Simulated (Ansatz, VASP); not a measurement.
## TiO2: VASP beside Ansatz

POSCAR

```
TiO2
1.0
    0.0000000000      2.3968272579      2.3968272579
    2.3968272579      0.0000000000      2.3968272579
    2.3968272579      2.3968272579      0.0000000000
Ti O
1 2
Direct
    0.0000000000      0.0000000000      0.0000000000
    0.2500000000      0.2500000000      0.2500000000
    0.7500000000      0.7500000000      0.7500000000
```

File INCAR.step1:

```
SYSTEM = TiO2
ALGO     = Normal         ! electronic algorithm
EDIFF    = 1E-5           ! SCF threshold, eV
ENCUT    = 520            ! plane-wave cutoff, eV
GGA      = PE             ! functional
ISIF     = 2              ! what is computed and relaxed
ISMEAR   = 0              ! smearing method
LASPH    = .True.         ! aspherical terms in the spheres
LREAL    = .False.        ! projectors in reciprocal space
LWAVE    = .True.         ! write WAVECAR
NBANDS   = 19             ! bands
NELM     = 60             ! most SCF steps
PREC     = Accurate       ! precision mode
SIGMA    = 0.01           ! smearing width, eV
```

The input INCAR.step2:

```
SYSTEM = TiO2
AEXX     = 0.05           ! exact-exchange fraction
ALGO     = Normal         ! electronic algorithm
EDIFF    = 1E-6           ! SCF threshold, eV
ENCUT    = 520            ! plane-wave cutoff, eV
GGA      = PE             ! functional
HFSCREEN = 0.3            ! screening, 1/A
ISIF     = 2              ! what is computed and relaxed
ISMEAR   = 0              ! smearing method
ISTART   = 1            
LASPH    = .True.         ! aspherical terms in the spheres
LCHARG   = .True.         ! write CHGCAR
LELF     = .True.         ! ELF
LHFCALC  = .True.         ! exact exchange
LREAL    = .False.        ! projectors in reciprocal space
LVHAR    = .True.       
LWAVE    = .False.        ! write WAVECAR
NBANDS   = 19             ! bands
NELM     = 60             ! most SCF steps
PREC     = Accurate       ! precision mode
PRECFOCK = Normal       
SIGMA    = 0.01           ! smearing width, eV
```

The input KPOINTS:

```
k-points
0
Gamma
  4 4 4
  0 0 0
```

Input for Ansatz:

```yaml
crystal:
  lattice:
    - [0.0, 2.3968272579, 2.3968272579]
    - [2.3968272579, 0.0, 2.3968272579]
    - [2.3968272579, 2.3968272579, 0.0]
  atoms:
    - { symbol: Ti, position: [0.0, 0.0, 0.0] }
    - { symbol: O, position: [0.25, 0.25, 0.25] }
    - { symbol: O, position: [0.75, 0.75, 0.75] }
kpoints:
  mp_grid: { grid: [4, 4, 4] }
hamiltonian:
  xc: { exchange: pbe, correlation: pbe, exx: { coeff: 0.05, omega: 0.3 } }
scf:
  occupations: { method: fixed }
  n_extra_bands: 4
output:
  forces: true
  stress: true
  eigenvalues: true
```

Alike in both runs: task single point; functional PBE-based screened hybrid with a share of 0.05 of exact exchange and HFSCREEN = 0.3; k mesh 4 × 4 × 4; no spin polarisation.

|  | VASP | Ansatz |
| --- | --- | --- |
| version | VASP 6.6.1 | Ansatz 0.2.0 |
| potentials or method | VASP PAW PBE potentials, release 64 (Ti_sv, O) | plane waves |
| plane-wave cutoff (eV) | 520 | 420 |
| occupations | gaussian, width 0.01 eV | fixed |
| valence electrons in the cell | 24 | 24 |

VASP gave:

```
gap on the k mesh at the Fermi level (eV) : 1.36
pressure (GPa)                            : 4.8
```

What did Ansatz give for the same quantities?

gap on the k mesh at the Fermi level (eV): 1.38; pressure (GPa): 3.9.

VASP's potentials were made for PBE, not for PBE-based screened hybrid. Ansatz's warnings: stress exchange threshold loose, stress scf threshold loose.

The k mesh is coarse, so the values compare programs but aren't converged.
